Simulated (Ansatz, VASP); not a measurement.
## Ni in VASP and in Ansatz

The input INCAR:

```
PREC     = Accurate       # precision mode
ENCUT    = 520            # plane-wave cutoff, eV
EDIFF    = 1E-6           # SCF threshold, eV
ISMEAR   = -1             # smearing method
SIGMA    = 0.05           # smearing width, eV
LREAL    = False          # projectors in reciprocal space
LASPH    = True           # aspherical terms in the spheres
NELM     = 150            # most SCF steps
ALGO     = Normal         # electronic algorithm
ISIF     = 2              # what is computed and relaxed
LWAVE    = False          # write WAVECAR
LCHARG   = True           # write CHGCAR
ISPIN    = 2              # spin polarisation
MAGMOM   = 0.797 0.797    # initial moments
LORBIT   = 11             # projections on sites
LMAXMIX  = 4              # l up to which the mixer works
GGA      = CA             # functional
LELF     = True           # ELF
LVHAR    = True         
NBANDS   = 21             # bands
```

File KPOINTS:

```
Automatic mesh
0
Gamma
  12 12 12
```

File POSCAR:

```
Ni
1.0
    0.0000000000      2.5023975639      2.5023975639
    2.5023975639      0.0000000000      2.5023975639
    2.5023975639      2.5023975639      0.0000000000
Ni
2
Direct
    0.1250000000      0.1250000000      0.1250000000
    0.8750000000      0.8750000000      0.8750000000
```

Input for Ansatz:

```yaml
crystal:
  lattice:
    - [0.0, 2.5023975639, 2.5023975639]
    - [2.5023975639, 0.0, 2.5023975639]
    - [2.5023975639, 2.5023975639, 0.0]
  atoms:
    - { symbol: Ni, position: [0.125, 0.125, 0.125], spin: 0.797 }
    - { symbol: Ni, position: [0.875, 0.875, 0.875], spin: 0.797 }
hamiltonian:
  xc: lda
  pseudopotentials:
    kind: paw
    azcp:
      Ni: "pseudopotentials/Ni.paw.azcp"
basis:
  ecutwfc: 420
  fft_grid_basis: typed
kpoints:
  mp_grid: { grid: [12, 12, 12], shift: [0, 0, 0] }
magnetization:
  spin_polarized: true
scf:
  occupations: { method: fermi_dirac, width: 0.05 }
  lower_state_search: "off"
output:
  stress: true
```

Alike in both runs: task single point; functional LDA; k mesh 12 × 12 × 12; occupations fermi-dirac, width 0.05 eV; collinear spin.

|  | VASP | Ansatz |
| --- | --- | --- |
| version | VASP 6.6.1 | Ansatz 0.2.0 |
| potentials or method | VASP PAW LDA potentials, release 64 (Ni), cutoff 520 eV | plane waves (420 eV) with PAW, scalar-relativistic |
| valence electrons in the cell | 20 | 36 |

Ansatz gave:

```
pressure (GPa)                                                : -4.3
net moment per atom (μB)                                      : 0.77
size of the moment on the site where the two differ most (μB) : 0.80
```

Question: Which values does VASP return?

Answer: Pressure (GPa): -4.4; net moment per atom (μB): 0.75; size of the moment on the site where the two differ most (μB): 0.75.

Ansatz warns that its potentials were made for another functional, while VASP's fit it. LDA's correlation is that of Perdew and Zunger in VASP and of Perdew and Wang (1992) in Ansatz. Site moments also hang on the region over which each program counts them. VASP's potentials hold 20 valence electrons a cell and Ansatz's 36, so a difference there can come from the potentials and not from the codes.
